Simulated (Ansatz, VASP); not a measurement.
**AlRu: VASP beside Ansatz**

The input INCAR:

```
SYSTEM = AlRu
ALGO = Fast
EDIFF = 1E-7
EDIFFG = -0.01
ENCUT = 600
GGA = PS
IBRION = 2
ISIF = 3
ISMEAR = 0
LASPH = .True.
LCHARG = .False.
LREAL = .False.
LWAVE = .False.
NELM = 100
NSW = 80
PREC = Accurate
SIGMA = 0.1
```

File KPOINTS:

```
k-points
0
Gamma
  16 16 12
  0 0 0
```

The input POSCAR:

```
AlRu
1.0
    2.6996674719      0.0000000000      0.0000000000
    0.0000000000      2.6996674719      0.0000000000
    0.0000000000      0.0000000000      3.9038094070
Ru Al
1 1
Direct
    0.5000000000      0.5000000000      0.5000000000
    0.0000000000      0.0000000000      0.0000000000
```

Input for Ansatz:

```yaml
crystal:
  lattice:
    - [2.6996674719, 0.0, 0.0]
    - [0.0, 2.6996674719, 0.0]
    - [0.0, 0.0, 3.903809407]
  atoms:
    - { symbol: Ru, position: [0.5, 0.5, 0.5] }
    - { symbol: Al, position: [0.0, 0.0, 0.0] }
basis:
  ecutwfc: 420
kpoints:
  mp_grid: { grid: [16, 16, 12] }
hamiltonian:
  xc: pbesol
scf:
  occupations: { method: gaussian, width: 0.1 }
output:
  forces: true
  stress: true
  eigenvalues: true
relax:
  adjacent_minimum: "off"
  f_tol: 0.01
  max_steps: 60
  cell: { stress_tol: 0.1 }
```

Alike in both runs: task relaxation of cell and atoms; functional PBEsol; k mesh 16 × 16 × 12; occupations gaussian, width 0.1 eV; no spin polarisation.

|  | VASP | Ansatz |
| --- | --- | --- |
| version | VASP 6.6.1 | Ansatz 0.2.0 |
| potentials or method | VASP PAW PBE potentials, release 64 (Ru_pv, Al), cutoff 600 eV | scalar-relativistic, plane waves, PAW |
| valence electrons in the cell | 17 | 19 |

```csv
,VASP,Ansatz,Ansatz less VASP
"gap on the k mesh at the Fermi level, each at its own relaxed structure (eV)",none,none,-
relaxed volume (Å³/atom),13.18,13.18,+0.002
relaxed length of the cell vector where the two differ most in proportion (Å),2.974,2.974,+0.0002
```

VASP's potentials were made for PBE, not for PBEsol. A gap of «none» marks a metal or a gap that the smearing closes. VASP's potentials hold 17 valence electrons a cell and Ansatz's 19, so a difference there can come from the potentials and not from the codes.
